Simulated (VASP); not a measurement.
## NaCl: relaxation of cell and atoms with LDA

The system is NaCl.

```
CELL_PARAMETERS angstrom
0.00000 2.81000 2.81000
2.81000 0.00000 2.81000
2.81000 2.81000 0.00000
ATOMIC_POSITIONS crystal
Na 0.00000 0.00000 0.00000
Cl 0.50000 0.50000 0.50000
```

```
Program                : VASP 6.6.1
Task                   : relaxation of cell and atoms
Functional             : LDA
Potentials or basis    : VASP PAW LDA potentials, release 64 (Na_pv, Cl)
Cutoff                 : 600 eV
k mesh                 : 14 × 14 × 14
Occupations            : fermi-dirac, width 0.1 eV
Spin                   : no spin polarisation
Dipole correction      : no
Further INCAR settings : ALGO = Normal; EDIFF = 1e-07; IBRION = 2; EDIFFG = -0.002; NSW = 100; ISIF = 3
```

```yaml
Relaxed_volume: 20.41 Å³/atom
Relaxed_cell: a = 3.865 Å, b = 3.865 Å, c = 3.865 Å, α = 60.00°, β = 60.00°, γ = 60.00°
Space_group_after_relaxing_to_0.1_Å: Fm-3m (No. 225)
Energy_gained_by_relaxing: 13.2 meV/atom
Ionic_steps: 4
Pressure_after_relaxing: 0.0 GPa
Band_gap_on_the_k_mesh: 5.08 eV
```

The path:
```
step  energy change (eV)  largest force (eV/Å)  pressure (GPa)  volume (Å³)
   1              0.0000                0.0000           -2.20        44.38
   2             -0.0204                0.0000           -1.15        42.45
   3             -0.0264                0.0000           -0.10        40.94
   4             -0.0264                0.0000            0.01        40.81
```

Final structure:
```
Na Cl
1.0
     0.00000    2.73268    2.73268
     2.73268    0.00000    2.73268
     2.73268    2.73268    0.00000
Na Cl
1 1
Cartesian
  0.0000 2.7327 2.7327
  2.7327 2.7327 2.7327
```

Levels at points of the mesh, in eV from the valence-band top:
```tsv
k point	band 3	band 4	band 5	band 6	band 7	band 8	band 9	band 10	band 11
(0.00, 0.00, 0.00)	-20.63	-12.82	0.00	0.00	0.00	5.08	10.93	10.93	10.93
(0.50, 0.00, 0.00)	-20.63	-12.35	-2.33	-0.33	-0.33	7.05	10.90	10.90	11.05
(0.50, 0.50, 0.00)	-20.64	-12.30	-2.01	-0.72	-0.72	7.44	7.64	11.62	15.18
```

Wall time 2.2 min on 1 thread of AMD EPYC 9R45 (Zen 5), with other jobs on the host, peak memory 0.16 GiB.

A k mesh can miss the band edges. Zero-point motion and thermal expansion aren't in these numbers.
